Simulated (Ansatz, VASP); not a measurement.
## TaN: VASP beside Ansatz

```xyz
2
Lattice="0.0000 2.4340 2.1878 2.1878 0.0000 2.1878 2.1878 2.4340 0.0000" Properties=species:S:1:pos:R:3 pbc="T T T"
Ta    2.1878    2.4340    2.1878
N     0.0000    0.0000    0.0000
```

Change from the starting cell: strain +0.1125 x Voigt [0, 1, 0, 0, 0, 0], atoms carried along.

Alike in both runs: task single point; functional PBEsol; k mesh 24 × 24 × 24; occupations gaussian, width 0.15 eV; no spin polarisation.

|  | VASP | Ansatz |
| --- | --- | --- |
| version | VASP 6.6.1 | Ansatz 0.2.0 |
| potentials or method | VASP PAW PBE potentials, release 64 (Ta_pv, N), cutoff 520 eV | scalar-relativistic, plane waves, PAW |
| valence electrons in the cell | 16 | 18 |

|  | VASP | Ansatz | Ansatz less VASP |
| --- | --- | --- | --- |
| gap on the k mesh at the Fermi level (eV) | none | none | - |
| pressure (GPa) | -22.1 | -22.7 | -0.58 |
| traceless stress, the component that is largest in VASP (GPa) | -11.53 | -11.31 | +0.227 |

VASP's potentials were made for PBE, not for PBEsol. A gap of «none» marks a metal or a gap that the smearing closes. VASP's potentials hold 16 valence electrons a cell and Ansatz's 18, so a difference there can come from the potentials and not from the codes.

Spin-orbit coupling is off throughout.
